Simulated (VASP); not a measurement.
# SrO (Fm-3m) in VASP: further runs

SrO is run at these levels: PBEsol, r2SCAN; tasks: single point.

All numbers are computed with VASP 6.6.1; they aren't measurements. Logs are shortened: lines on timing, memory, paths and dates and some standing lists are left out, and cuts for length are marked.

## Step 1: The cell of the first run

It takes space group Fm-3m (No. 225, cubic). Conventional cell: a = 5.195 Å, b = 5.195 Å, c = 5.195 Å, α = 90.00°, β = 90.00°, γ = 90.00°. Within 3.4 Å of Sr (site symmetry m-3m) lie 6 O at 2.60 Å. O (site symmetry m-3m) has 6 Sr at 2.60 Å within 3.4 Å.

## Step 2: Single point, PBEsol

File INCAR:

```
ALGO = Normal
EDIFF = 1E-7
ENCUT = 520
GGA = PS
ISIF = 2
ISMEAR = 0
LASPH = T
LCHARG = T
LELF = T
LREAL = F
LVHAR = T
LWAVE = F
NBANDS = 15
NELM = 100
PREC = Accurate
SIGMA = 0.02
```

File KPOINTS:

```
k-points
0
Gamma
  8 8 8
```

File POSCAR:

```
SrO
1.0
    0.0000000000      2.5973730518      2.5973730518
    2.5973730518      0.0000000000      2.5973730518
    2.5973730518      2.5973730518      0.0000000000
Sr O
1 1
Direct
    0.5000000000      0.5000000000      0.5000000000
    0.0000000000      0.0000000000      0.0000000000
```

Potentials or basis: VASP PAW PBE potentials, release 64 (Sr_sv, O).

On the command line:

```bash
$ cat potpaw_PBE.64/Sr_sv/POTCAR potpaw_PBE.64/O/POTCAR > POTCAR
$ mpirun -np 1 vasp_std > vasp.out
```

OUTCAR:

```text
EDIFF = 1E-7
   ENCUT = 520
   GGA = PS
   ISIF = 2
   ISMEAR = 0
   LASPH = T
   LREAL = F
   NELM = 100
   PREC = Accurate

 ion  position               nearest neighbor table
   1  0.500  0.500  0.500-   2 2.60   2 2.60   2 2.60   2 2.60   2 2.60   2 2.60
   2  0.000  0.000  0.000-   1 2.60   1 2.60   1 2.60   1 2.60   1 2.60   1 2.60

  LATTYP: Found a face centered cubic cell.
 ALAT       =     5.1947461036

  Lattice vectors:

 A1 = (   0.0000000000,   2.5973730518,   2.5973730518)
 A2 = (   2.5973730518,   0.0000000000,   2.5973730518)
 A3 = (   2.5973730518,   2.5973730518,   0.0000000000)

Analysis of symmetry for initial positions (statically):
=====================================================================
 Subroutine PRICEL returns:
 Original cell was already a primitive cell.

 Routine SETGRP: Setting up the symmetry group for a
 face centered cubic supercell.

 Subroutine GETGRP returns: Found 48 space group operations
 (whereof 48 operations were pure point group operations)
 out of a pool of 48 trial point group operations.

The static configuration has the point symmetry O_h .

Analysis of symmetry for dynamics (positions and initial velocities):
=====================================================================
 Subroutine PRICEL returns:
 Original cell was already a primitive cell.

 Routine SETGRP: Setting up the symmetry group for a
 face centered cubic supercell.

 Subroutine GETGRP returns: Found 48 space group operations
 (whereof 48 operations were pure point group operations)
 out of a pool of 48 trial point group operations.

The dynamic configuration has the point symmetry O_h .

 Subroutine INISYM returns: Found 48 space group operations
 (whereof 48 operations are pure point group operations),
 and found     1 'primitive' translations

----------------------------------------------------------------------------------------

                                     Primitive cell

  volume of cell :      35.0456

  direct lattice vectors                    reciprocal lattice vectors
     0.000000000  2.597373052  2.597373052    -0.192502190  0.192502190  0.192502190
     2.597373052  0.000000000  2.597373052     0.192502190 -0.192502190  0.192502190
     2.597373052  2.597373052  0.000000000     0.192502190  0.192502190 -0.192502190

  length of vectors
     3.673240196  3.673240196  3.673240196     0.333423573  0.333423573  0.333423573

  position of ions in fractional coordinates (direct lattice)
     0.500000000  0.500000000  0.500000000
     0.000000000  0.000000000  0.000000000

  ion indices of the primitive-cell ions
   primitive index   ion index
                 1           1
                 2           2

----------------------------------------------------------------------------------------

 KPOINTS: k-points

Automatic generation of k-mesh.
 Grid dimensions read from file:
 generate k-points for:    8    8    8

 Generating k-lattice:

  Cartesian coordinates                     Fractional coordinates (reciprocal lattice)
    -0.024062774  0.024062774  0.024062774     0.125000000  0.000000000  0.000000000
     0.024062774 -0.024062774  0.024062774     0.000000000  0.125000000  0.000000000
     0.024062774  0.024062774 -0.024062774     0.000000000  0.000000000  0.125000000

  Length of vectors
     0.041677947  0.041677947  0.041677947

  Shift w.r.t. Gamma in fractional coordinates (k-lattice)
     0.000000000  0.000000000  0.000000000

 Subroutine IBZKPT returns following result:
 ===========================================

 Found     29 irreducible k-points:

 Following reciprocal coordinates:
            Coordinates               Weight
  0.000000  0.000000  0.000000      1.000000
  0.125000  0.000000  0.000000      8.000000
  0.250000  0.000000  0.000000      8.000000
  0.375000  0.000000  0.000000      8.000000
  0.500000  0.000000  0.000000      4.000000
  0.125000  0.125000  0.000000      6.000000
[... 16 lines left out ...]
  0.500000  0.250000  0.125000     48.000000
 -0.375000  0.250000  0.125000     24.000000
 [... further k-points ...]
   k-points           NKPTS =     29   k-points in BZ     NKDIM =     29   number of bands    NBANDS=     15
   number of dos      NEDOS =    301   number of ions     NIONS =      2
   total plane-waves  NPLWV =  21952
   dimension x,y,z NGX =    28 NGY =   28 NGZ =   28
   dimension x,y,z NGXF=    56 NGYF=   56 NGZF=   56
   ions per type =               1   1
   NGX,Y,Z   is equivalent  to a cutoff of  12.67, 12.67, 12.67 a.u.
   NGXF,Y,Z  is equivalent  to a cutoff of  25.34, 25.34, 25.34 a.u.
 SYSTEM =  unknown system
   PREC   = accura    normal or accurate (medium, high low for compatibility)
   ISTART =      0    job   : 0-new  1-cont  2-samecut
   ICHARG =      2    charge: 1-file 2-atom 10-const
   ISPIN  =      1    spin polarized calculation?
   LNONCOLLINEAR =      F non collinear calculations
   LSORBIT =      F    spin-orbit coupling
   LASPH  =      T    aspherical Exc in radial PAW
   ENCUT  =  520.0 eV  38.22 Ry    6.18 a.u.   6.83  6.83  6.83*2*pi/ulx,y,z
   NELM   =    100;   NELMIN=  2; NELMDL= -5     # of ELM steps
   EDIFF  = 0.1E-06   stopping-criterion for ELM
   LREAL  =      F    real-space projection
   EDIFFG = 0.1E-05   stopping-criterion for IOM
   NSW    =      0    number of steps for IOM
   IBRION =     -1    ionic relax: 0-MD 1-quasi-New 2-CG
   NFREE  =      0    steps in history (QN), initial steepest desc. (CG)
   ISIF   =      2    stress and relaxation
   ISYM   =      2    0-nonsym 1-usesym 2-fastsym
   POTIM  = 0.5000    time-step for ionic-motion
   TEBEG  =    0.0;   TEEND  =   0.0 temperature during run
   PSTRESS=    0.0 pullay stress
   NELECT =      16.0000    total number of electrons
   NUPDOWN=      -1.0000    fix difference up-down
   EMIN   =  10.00;   EMAX   =-10.00  energy-range for DOS
   EFERMI =   0.00;   METHOD = LEGACY
   ISMEAR =     0;   SIGMA  =   0.02  broadening in eV -4-tet -1-fermi 0-gaus
   EFERMI_NEDOS =   21; number of points for ismear=-14 and -15
   IALGO  =     38    algorithm
   IMIX   =      4    mixing-type and parameters
     AMIX     =   0.40;   BMIX     =  1.00
     AMIX_MAG =   1.60;   BMIX_MAG =  1.00
  volume/ion in A,a.u.               =      17.52       118.25
  Fermi-wavevector in a.u.,A,eV,Ry     =   1.260580  2.382151 21.620509  1.589063
  Thomas-Fermi vector in A             =   2.394083
   LORBIT       =      0    0 simple, 1 ext, 2 COOP (PROOUT), +10 PAW based schemes
   GGA     = PS    functional components
   LHFCALC =     F    Hartree Fock is set to
   AEXX    =    0.0000 exact exchange contribution
   IVDW    =     0    specifies the selected vdW correction
   LEPSILON=     F    determine dielectric tensor
   LRPA    =     F    only Hartree local field effects (RPA)
 non-spin polarized calculation
 Gauss-broadening in eV      SIGMA  =   0.02
  energy-cutoff  :      520.00
  volume of cell :       35.05
 maximum number of plane-waves:       960
   NGX = 13   NGY = 13   NGZ = 13

 number of electron      16.0000000 magnetization

 Free energy of the ion-electron system (eV)
  ---------------------------------------------------
  ext. energy  EPLUGINS =         0.00000000
  ---------------------------------------------------
  free energy    TOTEN  =       -12.62857570 eV

  energy without entropy =      -12.62857570  energy(sigma->0) =      -12.62857570

 E-fermi :   1.5075     XC(G=0): -10.1311

 val. band max:        1.3470816044   @ k =   0.0000   0.0000   0.0000
 cond. band min:       4.5226751952   @ k =   0.5000   0.5000   0.0000
 fundamental gap:      3.1755935908
 Fermi energy:         1.5075074911

 k-point     1 :       0.0000    0.0000    0.0000
  band No.  band energies     occupation
      1     -30.9974      2.00000
      2     -13.6119      2.00000
      3     -12.6806      2.00000
      4     -12.6806      2.00000
      5     -12.6806      2.00000
      6       1.3471      2.00000
      7       1.3471      2.00000
      8       1.3471      2.00000
      9       4.9589      0.00000
     10       7.4441      0.00000
     11       7.4441      0.00000
     12       7.4441      0.00000
     13       9.5698      0.00000
     14       9.5698      0.00000
     15      13.6868      0.00000

 k-point     2 :       0.1250    0.0000    0.0000
  band No.  band energies     occupation
      1     -30.9796      2.00000
      2     -13.9817      2.00000
      3     -12.6923      2.00000
      4     -12.6923      2.00000
      5     -12.3553      2.00000
      6       0.8848      2.00000
      7       1.1578      2.00000
      8       1.1578      2.00000
      9       5.6600      0.00000
     10       7.2827      0.00000
     11       7.7431      0.00000
     12       7.7431      0.00000
     13       9.9612      0.00000
     14       9.9612      0.00000
     15      14.6732      0.00000

 k-point     3 :       0.2500    0.0000    0.0000
  band No.  band energies     occupation
      1     -30.9361      2.00000
      2     -14.5376      2.00000
      3     -12.7202      2.00000
      4     -12.7202      2.00000
      5     -11.9075      2.00000
      6       0.0617      2.00000
      7       0.7486      2.00000
      8       0.7486      2.00000
      9       7.0968      0.00000
     10       7.2769      0.00000
     11       8.5543      0.00000
     12       8.5543      0.00000
     13      10.9428      0.00000
     14      10.9428      0.00000
     15      16.6352      0.00000

 k-point     4 :       0.3750    0.0000    0.0000
  band No.  band energies     occupation
      1     -30.8920      2.00000
      2     -14.9474      2.00000
      3     -12.7477      2.00000
      4     -12.7477      2.00000
      5     -11.6059      2.00000
      6      -0.5811      2.00000
      7       0.3897      2.00000
      8       0.3897      2.00000
      9       7.4862      0.00000
     10       8.6880      0.00000
     11       9.5418      0.00000
     12       9.5418      0.00000
     13      12.1750      0.00000
     14      12.1750      0.00000
     15      16.3935      0.00000
[... 307 lines left out ...]
 k-point    22 :       0.3750    0.2500    0.1250
  band No.  band energies     occupation
      1     -30.9044      2.00000
      2     -14.5594      2.00000
      3     -12.9224      2.00000
      4     -12.7758      2.00000
      5     -11.9437      2.00000
      6      -0.1125      2.00000
      7       0.6705      2.00000
      8       1.0618      2.00000
      9       6.2808      0.00000
     10       7.5418      0.00000
     11       9.4098      0.00000
     12       9.7405      0.00000
     13      11.1069      0.00000
     14      11.8484      0.00000
     15      17.4069      0.00000

 k-point    23 :       0.5000    0.2500    0.1250
  band No.  band energies     occupation
      1     -30.8695      2.00000
      2     -14.7220      2.00000
      3     -13.0215      2.00000
      4     -12.8441      2.00000
      5     -11.8698      2.00000
      6      -0.1928      2.00000
      7       0.4416      2.00000
      8       0.8188      2.00000
      9       6.7626      0.00000
     10       8.2435      0.00000
     11      10.0191      0.00000
     12      10.2451      0.00000
     13      12.1709      0.00000
     14      13.0684      0.00000
     15      15.1556      0.00000

 k-point    24 :      -0.3750    0.2500    0.1250
  band No.  band energies     occupation
      1     -30.8549      2.00000
      2     -14.7862      2.00000
      3     -13.0433      2.00000
      4     -12.8939      2.00000
      5     -11.8405      2.00000
      6      -0.2281      2.00000
      7       0.5001      2.00000
      8       0.5640      2.00000
      9       7.5339      0.00000
     10       7.8710      0.00000
     11      10.3743      0.00000
     12      10.6562      0.00000
     13      12.6953      0.00000
     14      13.9220      0.00000
     15      14.2111      0.00000

 [... further k-points ...]
[... 5 lines left out ...]
  --------------------------------------------------------------------------------------
  -------------------------------------------------------------------------------------
  Total       -0.6695228     -0.6695228     -0.6695228      0.0000000      0.0000000      0.0000000
  in kB      -30.6085632    -30.6085632    -30.6085632      0.0000000      0.0000000      0.0000000
  external PRESSURE =     -30.6085632 kB  Pullay stress =       0.0000000 kB

 VOLUME and BASIS-vectors are now :
 -----------------------------------------------------------------------------
  energy-cutoff  :      520.00
  volume of cell :       35.05
      direct lattice vectors                 reciprocal lattice vectors
     0.000000000  2.597373052  2.597373052    -0.192502190  0.192502190  0.192502190
     2.597373052  0.000000000  2.597373052     0.192502190 -0.192502190  0.192502190
     2.597373052  2.597373052  0.000000000     0.192502190  0.192502190 -0.192502190

 POSITION                                       TOTAL-FORCE (eV/Angst)
 -----------------------------------------------------------------------------------
      2.59737      2.59737      2.59737         0.000000      0.000000      0.000000
      0.00000      0.00000      0.00000        -0.000000      0.000000     -0.000000
 -----------------------------------------------------------------------------------
    total drift:                                0.000000      0.000000      0.000000

  FREE ENERGIE OF THE ION-ELECTRON SYSTEM (eV)
  ---------------------------------------------------
  free  energy   TOTEN  =       -12.6285757048 eV

  energy  without entropy=      -12.6285757048  energy(sigma->0) =      -12.62857570
```

Wall time 25 s (1 thread of AMD EPYC 7R13 (Zen 3), shared host); peak memory 0.13 GiB.

Results:

```yaml
Free_energy: -12.6286 eV
Pressure: -3.1 GPa
Band_gap_on_the_k_mesh: 3.18 eV, indirect (least direct gap 3.28 eV)
```

Levels at points of the mesh, in eV from the valence-band top:
| k point | band 4 | band 5 | band 6 | band 7 | band 8 | band 9 | band 10 | band 11 | band 12 | band 13 |
| --- | --- | --- | --- | --- | --- | --- | --- | --- | --- | --- |
| (0.00, 0.00, 0.00) | -14.03 | -14.03 | 0.00 | 0.00 | 0.00 | 3.61 | 6.10 | 6.10 | 6.10 | 8.22 |
| (0.50, 0.00, 0.00) | -14.11 | -12.85 | -2.17 | -1.09 | -1.09 | 6.36 | 8.05 | 8.67 | 8.67 | 11.67 |
| (0.50, 0.50, 0.00) | -14.37 | -14.37 | -0.49 | -0.11 | -0.11 | 3.18 | 7.53 | 9.95 | 9.99 | 10.91 |

Caveat: the PAW data sets were made with another functional, which shifts forces and pressure a little. A k mesh can miss the band edges.

## Step 3: Single point, r2SCAN

POSCAR is that of step 2.

File INCAR.step1:

```
SYSTEM = SrO
PREC = Accurate
ENCUT = 520
ISMEAR = 0
SIGMA = 0.02
LREAL = .FALSE.
LASPH = .TRUE.
NELM = 100
NBANDS = 15
GGA = PE
ALGO = Normal
EDIFF = 1E-4
LWAVE = .TRUE.
LCHARG = .FALSE.
```

File INCAR.step2:

```
SYSTEM = SrO
PREC = Accurate
ENCUT = 520
EDIFF = 1E-6
ISMEAR = 0
SIGMA = 0.02
LREAL = .FALSE.
LASPH = .TRUE.
NELM = 100
ALGO = Normal
ISIF = 2
LWAVE = .FALSE.
LCHARG = .FALSE.
METAGGA = R2SCAN
LMIXTAU = .TRUE.
NBANDS = 15
ISTART = 1
```

File KPOINTS:

```
Automatic mesh
0
G
  8 8 8
  0 0 0
```

Potentials or basis: VASP PAW PBE potentials, release 64 (Sr_sv, O).

On the command line:

```bash
$ cat potpaw_PBE.64/Sr_sv/POTCAR potpaw_PBE.64/O/POTCAR > POTCAR
$ cp INCAR.step1 INCAR
$ mpirun -np 1 vasp_std > vasp.out
$ cp INCAR.step2 INCAR
$ mpirun -np 1 vasp_std > vasp.out
```

It took 87 s on 1 thread of AMD EPYC 7R13 (Zen 3), shared host; peak memory 0.14 GiB.

Results (log left out):

- Free energy: -27.0544 eV
- Pressure: -1.3 GPa
- Band gap on the k mesh: 3.76 eV, indirect (least direct gap 3.86 eV)

Levels at points of the mesh, in eV from the valence-band top:
```csv
k point,band 5,band 6,band 7,band 8,band 9,band 10,band 11,band 12
"(0.00, 0.00, 0.00)",-14.64,0.00,0.00,0.00,4.43,6.71,6.71,6.71
"(0.50, 0.00, 0.00)",-13.63,-2.06,-1.07,-1.07,6.98,8.83,9.30,9.30
"(0.50, 0.50, 0.00)",-14.96,-0.48,-0.11,-0.11,3.76,8.28,10.72,10.83
```

Caveat: the PAW data sets were made with another functional, which shifts forces and pressure a little. r2SCAN opens gaps a little over a GGA but as a rule still falls short of measured ones.
